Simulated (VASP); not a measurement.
A run of VASP 6.6.1 is set up as follows.

File INCAR:

```
PREC = Accurate
ENCUT = 600
EDIFF = 1E-7
ISMEAR = -1
SIGMA = 0.05
LREAL = False
LASPH = True
NELM = 60
ALGO = Normal
ISIF = 3
LWAVE = False
LCHARG = False
GGA = RP
IBRION = 2
NSW = 60
EDIFFG = -0.01
```

Contents of KPOINTS:

```
Automatic mesh
0
Gamma
  8 8 8
```

The input POSCAR:

```
InP
1.0
    0.0000000000      2.7688340000      2.7688340000
    2.7688340000      0.0000000000      2.7688340000
    2.7688340000      2.7688340000      0.0000000000
In P
1 1
Direct
    0.0000000000      0.0000000000      0.0000000000
    0.5000000000      0.5000000000      0.5000000000
```

Potentials or basis: VASP PAW PBE potentials, release 64 (In_d, P).

Run with:

```sh
$ cat potpaw_PBE.64/In_d/POTCAR potpaw_PBE.64/P/POTCAR > POTCAR
$ mpirun -np 1 vasp_std > vasp.out
```

(1) Estimate the relaxed volume.

(2) Predict the band gap on the k mesh.

Answers

(1) 21.76 Å³/atom.

(2) zero (band 9 reaches 7.12 eV, above the bottom of band 10 at 4.60 eV).

Caveat: the PAW data sets were made with another functional, which shifts forces and pressure a little; spin-orbit coupling is left out, which moves the levels of the heavy elements.
